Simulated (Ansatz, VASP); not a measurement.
# Two plane-wave programs on In

```xyz
1
Lattice="-1.6180 1.6261 2.4739 1.6180 -1.6261 2.4739 1.6180 1.6261 -2.4739" Properties=species:S:1:pos:R:3 pbc="T T T"
In    0.0000    0.0000    0.0000
```

Change from the starting cell: strain -0.0050 x Voigt [1, 0, 0, 0, 0, 0], atoms carried along.

Alike in both runs: task single point; functional PBE; k mesh 20 × 20 × 20; occupations gaussian, width 0.15 eV; no spin polarisation.

|  | VASP | Ansatz |
| --- | --- | --- |
| version | VASP 6.6.1 | Ansatz 0.2.0 |
| potentials or method | VASP PAW PBE potentials, release 64 (In_d), cutoff 520 eV | scalar-relativistic, plane waves, PAW |
| valence electrons in the cell | 13 | 13 |

Ansatz gave:

| Property | Result |
| --- | --- |
| gap on the k mesh at the Fermi level (eV) | none |
| pressure (GPa) | 2.3 |
| traceless stress, the component that is largest in VASP (GPa) | -0.23 |

Question: Which values does VASP return?

Answer: gap on the k mesh at the Fermi level (eV): none; pressure (GPa): 2.2; traceless stress, the component that is largest in VASP (GPa): -0.23.

A gap of «none» marks a metal or a gap that the smearing closes.
